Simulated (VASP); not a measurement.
## Pt: single point with PBEsol

Pt:

```
CELL_PARAMETERS angstrom
4.99767 0.00000 0.00000
0.00000 4.99767 0.00000
0.00000 0.00000 4.99767
ATOMIC_POSITIONS crystal
Pt 0.00000 0.00000 0.00000
Pt 0.50000 0.50000 0.50000
Pt 0.25000 0.00000 0.50000
Pt 0.75000 0.00000 0.50000
Pt 0.50000 0.25000 0.00000
Pt 0.50000 0.75000 0.00000
Pt 0.00000 0.50000 0.25000
Pt 0.00000 0.50000 0.75000
```

* Program: VASP 6.6.1
* Task: single point
* Functional: PBEsol
* Potentials or basis: VASP PAW PBE potentials, release 64 (Pt)
* Cutoff: 520 eV
* k mesh: 5 × 5 × 5
* Occupations: fermi-dirac, width 0.1 eV
* Spin: no spin polarisation
* Dipole correction: no
* Further INCAR settings: ALGO = Normal; EDIFF = 1e-06; NBANDS = 50

```
Pressure               : -0.4 GPa
Band gap on the k mesh : zero (band 40 reaches 10.64 eV, above the bottom of band 41 at 10.20 eV)
```

Levels at points of the mesh, in eV from the Fermi level:
```csv
k point,band 36,band 37,band 38,band 39,band 40,band 41,band 42,band 43,band 44,band 45
"(0.00, 0.00, 0.00)",-0.21,-0.21,-0.21,0.20,0.20,0.20,2.34,2.34,2.34,3.28
```

It used 52 s of CPU time on 1 thread of AMD EPYC 7R13 Processor (Zen 3) (shared host).

Caveat: the PAW data sets were made with another functional, which shifts forces and pressure a little; spin-orbit coupling is left out, which moves the levels of the heavy elements.
